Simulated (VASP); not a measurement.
Al, 4 atoms in the cell. Symmetry: P6_3/mmc, No. 194, hexagonal system. The conventional cell has a = 2.696 Å, b = 2.696 Å, c = 9.241 Å, α = 90.00°, β = 90.00°, γ = 120.00°. Within 3.6 Å of Al (site symmetry -3m) lie 12 Al at 2.70 to 2.79 Å. Within 3.6 Å of Al (site symmetry -6m2) lie 12 Al at 2.70 to 2.79 Å. This isn't the form of Al at room conditions, which is fcc.

| Property | Result |
| --- | --- |
| Program | VASP 6.6.1 |
| Task | single point |
| Functional | PBE |
| Dispersion | D3(BJ) |
| Potentials or basis | VASP PAW PBE potentials, release 64 (Al) |
| Cutoff | 520 eV |
| k mesh | 18 × 18 × 4 |
| Occupations | gaussian, width 0.15 eV |
| Spin | no spin polarisation |
| Dipole correction | no |
| Further INCAR settings | ALGO = Normal; EDIFF = 1e-07; NBANDS = 14 |

Potentials or basis: VASP PAW PBE potentials, release 64 (Al).

Run with:

```sh
$ cat potpaw_PBE.64/Al/POTCAR > POTCAR
$ mpirun -np 1 vasp_std > vasp.out
```

Hardware: 1 thread of Intel Xeon 8259CL (shared host).

Q: Estimate the wall time of this run.

A: It took 91 s on 1 thread of Intel Xeon 8259CL (shared host), peak memory 0.22 GiB. Counts: scf iterations 10, k points 111.
